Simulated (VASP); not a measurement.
# AlN (R3m) in VASP: a series of runs

AlN is run at these levels: PBE; tasks: single point.

Everything below comes from runs of VASP 6.6.1. Logs are shortened: lines on timing, memory, paths and dates and some standing lists are left out, and cuts for length are marked.

## 1. The cell of the first run

The structure is trigonal, space group R3m (No. 160). Conventional cell: a = 3.036 Å, b = 3.036 Å, c = 14.872 Å, α = 90.00°, β = 90.00°, γ = 120.00°. Al (site symmetry 3m) has 4 N at 1.85 to 1.87 Å within 2.5 Å. Within 2.4 Å of Al (site symmetry 3m) lie 4 N at 1.85 to 1.86 Å. N (site symmetry 3m) has 4 Al at 1.85 Å within 2.4 Å. Within 2.5 Å of N (site symmetry 3m) lie 4 Al at 1.86 to 1.87 Å.

## 2. Single point, PBE

File INCAR:

```
SYSTEM = AlN
PREC = Accurate ; ENCUT = 520
EDIFF = 1E-7 ; ISMEAR = 0
SIGMA = 0.05 ; LREAL = .FALSE.
LASPH = .TRUE. ; NELM = 60
ALGO = Normal ; ISIF = 2
LWAVE = .FALSE. ; LCHARG = .FALSE.
GGA = PE ; NBANDS = 16
```

File KPOINTS:

```
regular mesh
0
G
  6 6 6
  0 0 0
```

File POSCAR:

```
AlN
1.0
    0.0000000000     -2.1465290356     -2.1465290356
   -2.1465290356      0.0000000000     -2.1465290356
    2.1465290356      2.1465290356     -4.2930580711
Al N
2 2
Direct
    0.0009047453      0.0009047453     -0.0027142358
    0.4990952547      0.4990952547      0.5027142358
    0.3749709813      0.3749709813      0.8750870561
    0.8750290187      0.8750290187      0.3749129439
```

Potentials or basis: VASP PAW PBE potentials, release 64 (Al, N).

Launch:

```console
cat potpaw_PBE.64/Al/POTCAR potpaw_PBE.64/N/POTCAR > POTCAR
mpirun -np 1 vasp_std > vasp.out
```

OUTCAR:

```text
SYSTEM = AlN
   PREC = Accurate
   ENCUT = 520
   EDIFF = 1E-7
   ISMEAR = 0
   LREAL = .FALSE.
   LASPH = .TRUE.
   NELM = 60
   ISIF = 2
   GGA = PE

 ion  position               nearest neighbor table
   1  0.001  0.001  0.997-   3 1.85   3 1.85   3 1.85   4 1.87   2 3.01   2 3.01   2 3.01   2 3.06
                             2 3.06   2 3.06
   2  0.499  0.499  0.503-   3 1.85   4 1.86   4 1.86   4 1.86   1 3.01   1 3.01   1 3.01   1 3.06
                             1 3.06   1 3.06
   3  0.375  0.375  0.875-   2 1.85   1 1.85   1 1.85   1 1.85
   4  0.875  0.875  0.375-   2 1.86   2 1.86   2 1.86   1 1.87

  LATTYP: Found a trigonal (rhomboedric) cell.
 ALAT       =     5.2579008552
 COS(alpha) =     0.8333333333

  Lattice vectors:

 A1 = (   2.1465290356,   4.2930580712,  -2.1465290355)
 A2 = (   4.2930580712,   2.1465290356,  -2.1465290355)
 A3 = (   2.1465290356,   2.1465290356,  -4.2930580711)

Analysis of symmetry for initial positions (statically):
=====================================================================
 Subroutine PRICEL returns:
 Original cell was already a primitive cell.

 Routine SETGRP: Setting up the symmetry group for a
 trigonal (rhombohedral) supercell.

 Subroutine GETGRP returns: Found  6 space group operations
 (whereof  6 operations were pure point group operations)
 out of a pool of 12 trial point group operations.

The static configuration has the point symmetry C_3v.

Analysis of symmetry for dynamics (positions and initial velocities):
=====================================================================
 Subroutine PRICEL returns:
 Original cell was already a primitive cell.

 Routine SETGRP: Setting up the symmetry group for a
 trigonal (rhombohedral) supercell.

 Subroutine GETGRP returns: Found  6 space group operations
 (whereof  6 operations were pure point group operations)
 out of a pool of 12 trial point group operations.

The dynamic configuration has the point symmetry C_3v.

 Subroutine INISYM returns: Found  6 space group operations
 (whereof  6 operations are pure point group operations),
 and found     1 'primitive' translations

----------------------------------------------------------------------------------------

                                     Primitive cell

  volume of cell :      39.5613

  direct lattice vectors                    reciprocal lattice vectors
     0.000000000 -2.146529036 -2.146529036     0.116467094 -0.349401283 -0.116467094
    -2.146529036  0.000000000 -2.146529036    -0.349401283  0.116467094 -0.116467094
[... 89 lines left out ...]
   EDIFF  = 0.1E-06   stopping-criterion for ELM
   LREAL  =      F    real-space projection
   EDIFFG = 0.1E-05   stopping-criterion for IOM
   NSW    =      0    number of steps for IOM
   IBRION =     -1    ionic relax: 0-MD 1-quasi-New 2-CG
   NFREE  =      0    steps in history (QN), initial steepest desc. (CG)
   ISIF   =      2    stress and relaxation
   ISYM   =      2    0-nonsym 1-usesym 2-fastsym
   POTIM  = 0.5000    time-step for ionic-motion
   TEBEG  =    0.0;   TEEND  =   0.0 temperature during run
   PSTRESS=    0.0 pullay stress
   NELECT =      16.0000    total number of electrons
   NUPDOWN=      -1.0000    fix difference up-down
   EMIN   =  10.00;   EMAX   =-10.00  energy-range for DOS
   EFERMI =   0.00;   METHOD = LEGACY
   ISMEAR =     0;   SIGMA  =   0.05  broadening in eV -4-tet -1-fermi 0-gaus
   EFERMI_NEDOS =   21; number of points for ismear=-14 and -15
   IALGO  =     38    algorithm
   IMIX   =      4    mixing-type and parameters
     AMIX     =   0.40;   BMIX     =  1.00
     AMIX_MAG =   1.60;   BMIX_MAG =  1.00
  volume/ion in A,a.u.               =       9.89        66.74
  Fermi-wavevector in a.u.,A,eV,Ry     =   1.210667  2.287829 19.942260  1.465715
  Thomas-Fermi vector in A             =   2.346207
   LORBIT       =      0    0 simple, 1 ext, 2 COOP (PROOUT), +10 PAW based schemes
   GGA     = PE    functional components
   LHFCALC =     F    Hartree Fock is set to
   AEXX    =    0.0000 exact exchange contribution
   IVDW    =     0    specifies the selected vdW correction
   LEPSILON=     F    determine dielectric tensor
   LRPA    =     F    only Hartree local field effects (RPA)
 non-spin polarized calculation
 Gauss-broadening in eV      SIGMA  =   0.05
  energy-cutoff  :      520.00
  volume of cell :       39.56
 maximum number of plane-waves:      1086
 NGX is ok and might be reduce to    24
   NGX = 11   NGY = 11   NGZ = 19

 number of electron      16.0000000 magnetization

 Free energy of the ion-electron system (eV)
  ---------------------------------------------------
  ext. energy  EPLUGINS =         0.00000000
  ---------------------------------------------------
  free energy    TOTEN  =       -29.53417288 eV

  energy without entropy =      -29.53417288  energy(sigma->0) =      -29.53417288

 E-fermi :   6.7934     XC(G=0): -11.1619

 val. band max:        6.4997018841   @ k =   0.0000   0.0000   0.0000
 cond. band min:       9.8113887599   @ k =   0.5000   0.5000   0.0000
 fundamental gap:      3.3116868758
 Fermi energy:         6.7934334271

 k-point     1 :       0.0000    0.0000    0.0000
  band No.  band energies     occupation
      1      -8.8228      2.00000
      2      -6.6054      2.00000
      3       0.3941      2.00000
      4       5.9573      2.00000
      5       5.9573      2.00000
      6       6.4717      2.00000
[... 433 lines left out ...]
      3       1.4637      2.00000
      4       2.0363      2.00000
      5       4.6413      2.00000
      6       4.9021      2.00000
[... 8 lines left out ...]
     15      19.8544      0.00000
     16      21.9820      0.00000

 [... further k-points ...]
[... 5 lines left out ...]
  --------------------------------------------------------------------------------------
  -------------------------------------------------------------------------------------
  Total        4.1447599      4.1447599      4.1447599      0.0005380     -0.0005380     -0.0005380
  in kB      167.8570820    167.8570820    167.8570819      0.0217895     -0.0217895     -0.0217895
  external PRESSURE =     167.8570819 kB  Pullay stress =       0.0000000 kB

 VOLUME and BASIS-vectors are now :
 -----------------------------------------------------------------------------
  energy-cutoff  :      520.00
  volume of cell :       39.56
      direct lattice vectors                 reciprocal lattice vectors
     0.000000000 -2.146529036 -2.146529036     0.116467094 -0.349401283 -0.116467094
    -2.146529036  0.000000000 -2.146529036    -0.349401283  0.116467094 -0.116467094
     2.146529036  2.146529036 -4.293058071     0.116467094  0.116467094 -0.116467094

 POSITION                                       TOTAL-FORCE (eV/Angst)
 -----------------------------------------------------------------------------------
      2.13876      2.13876     -4.28529         0.279266      0.279266     -0.279266
      0.00777      0.00777     -4.30083        -0.290549     -0.290549      0.290549
      1.07351      1.07351     -5.36657         0.017659      0.017659     -0.017659
     -1.07351     -1.07351     -5.36607        -0.006376     -0.006376      0.006376
 -----------------------------------------------------------------------------------
    total drift:                                0.000051      0.000051     -0.000047

  FREE ENERGIE OF THE ION-ELECTRON SYSTEM (eV)
  ---------------------------------------------------
  free  energy   TOTEN  =       -29.5341728826 eV

  energy  without entropy=      -29.5341728826  energy(sigma->0) =      -29.53417288
```

stdout:

```text
POSCAR found type information on POSCAR AlN
 POSCAR found :  2 types and       4 ions
 scaLAPACK will be used
 LDA part: xc-table for (Slater+PW92), standard interpolation
 POSCAR, INCAR and KPOINTS ok, starting setup
 FFT: planning ... GRIDC
 FFT: planning ... GRID_SOFT
 FFT: planning ... GRID
 WAVECAR not read
 entering main loop
```

It took 14 s on 1 thread of Intel Xeon Platinum 8259CL at 2.50GHz (Skylake/Cascade Lake), shared host; peak memory 0.15 GiB.

What came out:

| Quantity | Value |
| --- | --- |
| Free energy | -29.5342 eV |
| Pressure | 16.8 GPa |
| Largest force | 0.503 eV/Å |
| Band gap on the k mesh | 3.31 eV |

Forces on the atoms (eV/Å):
```
Al   0.279  0.279 -0.279
Al  -0.291 -0.291  0.291
N    0.018  0.018 -0.018
N   -0.006 -0.006  0.006
```

A k mesh can miss the band edges. PBE gaps usually lie below the measured ones, often by a third to a half.

## 3. Single point, PBE

File INCAR:

```
PREC = Accurate
ENCUT = 520
EDIFF = 1E-7
ISMEAR = 0
SIGMA = 0.05
LREAL = F
LASPH = T
NELM = 80
ALGO = Normal
ISIF = 2
LWAVE = F
LCHARG = F
GGA = PE
NBANDS = 16
```

File KPOINTS:

```
regular mesh
0
Gamma
  6 6 6
```

File POSCAR:

```
AlN
1.0
    0.0000000000     -2.1465290356     -2.1465290356
   -2.1465290356      0.0000000000     -2.1465290356
    2.1465290356      2.1465290356     -4.2930580711
Al N
2 2
Direct
    0.0027142358      0.0027142358     -0.0081427073
    0.4972857642      0.4972857642      0.5081427073
    0.3749129439      0.3749129439      0.8752611682
    0.8750870561      0.8750870561      0.3747388318
```

Potentials or basis: VASP PAW PBE potentials, release 64 (Al, N).

Launch:

```console
cat potpaw_PBE.64/Al/POTCAR potpaw_PBE.64/N/POTCAR > POTCAR
mpirun -np 1 vasp_std > vasp.out
```

OUTCAR:

```text
PREC = Accurate
   ENCUT = 520
   EDIFF = 1E-7
   ISMEAR = 0
   LREAL = F
   LASPH = T
   NELM = 80
   ISIF = 2
   GGA = PE

 ion  position               nearest neighbor table
   1  0.003  0.003  0.992-   3 1.85   3 1.85   3 1.85   4 1.90   2 2.97   2 2.97   2 2.97   2 3.10
                             2 3.10   2 3.10
   2  0.497  0.497  0.508-   3 1.82   4 1.87   4 1.87   4 1.87   1 2.97   1 2.97   1 2.97   1 3.10
                             1 3.10   1 3.10
   3  0.375  0.375  0.875-   2 1.82   1 1.85   1 1.85   1 1.85
   4  0.875  0.875  0.375-   2 1.87   2 1.87   2 1.87   1 1.90

[... 651 lines left out ...]

 [... further k-points ...]
[... 5 lines left out ...]
  --------------------------------------------------------------------------------------
  -------------------------------------------------------------------------------------
  Total        4.2114628      4.2114628      4.2114628      0.0217899     -0.0217899     -0.0217899
  in kB      170.5584552    170.5584552    170.5584552      0.8824627     -0.8824627     -0.8824627
  external PRESSURE =     170.5584552 kB  Pullay stress =       0.0000000 kB

 VOLUME and BASIS-vectors are now :
 -----------------------------------------------------------------------------
  energy-cutoff  :      520.00
  volume of cell :       39.56
      direct lattice vectors                 reciprocal lattice vectors
     0.000000000 -2.146529036 -2.146529036     0.116467094 -0.349401283 -0.116467094
    -2.146529036  0.000000000 -2.146529036    -0.349401283  0.116467094 -0.116467094
     2.146529036  2.146529036 -4.293058071     0.116467094  0.116467094 -0.116467094

 POSITION                                       TOTAL-FORCE (eV/Angst)
 -----------------------------------------------------------------------------------
      2.12322      2.12322     -4.26975         0.811366      0.811366     -0.811366
      0.02330      0.02330     -4.31636        -0.899112     -0.899112      0.899112
      1.07401      1.07401     -5.36707         0.082102      0.082102     -0.082102
     -1.07401     -1.07401     -5.36558         0.005644      0.005644     -0.005644
 -----------------------------------------------------------------------------------
    total drift:                                0.000022      0.000022     -0.000021

  FREE ENERGIE OF THE ION-ELECTRON SYSTEM (eV)
  ---------------------------------------------------
  free  energy   TOTEN  =       -29.4811188344 eV

  energy  without entropy=      -29.4811188344  energy(sigma->0) =      -29.48111883
```

OSZICAR:

```text
N       E                     dE             d eps       ncg     rms          rms(c)
DAV:   1     0.398432421549E+02    0.39843E+02   -0.70637E+03  1040   0.864E+02
DAV:   2    -0.311751905121E+02   -0.71018E+02   -0.64388E+02  1432   0.193E+02
DAV:   3    -0.344409251908E+02   -0.32657E+01   -0.32547E+01  1248   0.418E+01
DAV:   4    -0.344609103515E+02   -0.19985E-01   -0.19984E-01  1280   0.365E+00
DAV:   5    -0.344611794531E+02   -0.26910E-03   -0.26910E-03  1232   0.427E-01    0.126E+01
DAV:   6    -0.294838223538E+02    0.49774E+01   -0.10710E+01  1240   0.241E+01    0.435E+00
DAV:   7    -0.294960633131E+02   -0.12241E-01   -0.72713E-01  1072   0.607E+00    0.304E+00
DAV:   8    -0.294842762160E+02    0.11787E-01   -0.54035E-02  1224   0.210E+00    0.428E-01
DAV:   9    -0.294807169865E+02    0.35592E-02   -0.96821E-03  1320   0.744E-01    0.227E-01
DAV:  10    -0.294811831543E+02   -0.46617E-03   -0.17397E-03  1184   0.274E-01    0.109E-01
DAV:  11    -0.294811165552E+02    0.66599E-04   -0.16356E-04  1280   0.110E-01    0.269E-02
DAV:  12    -0.294811182787E+02   -0.17235E-05   -0.18157E-05  1248   0.333E-02    0.105E-02
DAV:  13    -0.294811187882E+02   -0.50948E-06   -0.76783E-07  1280   0.736E-03    0.414E-03
DAV:  14    -0.294811188344E+02   -0.46253E-07   -0.11271E-07   856   0.266E-03
   1 F= -.29481119E+02 E0= -.29481119E+02  d E =-.203211E-12
```

Wall time 14 s (1 thread of Intel Xeon Platinum 8259CL at 2.50GHz (Skylake/Cascade Lake), shared host); peak memory 0.16 GiB.

Results:

```
Free energy            : -29.4811 eV
Pressure               : 17.1 GPa
Largest force          : 1.557 eV/Å
Band gap on the k mesh : 3.13 eV
```

Forces on the atoms (eV/Å):
```
Al   0.811  0.811 -0.811
Al  -0.899 -0.899  0.899
N    0.082  0.082 -0.082
N    0.006  0.006 -0.006
```

Caveat: forces of over 1 eV/Å act on the atoms, so gaps and moduli don't describe the material at rest. A k mesh can miss the band edges.
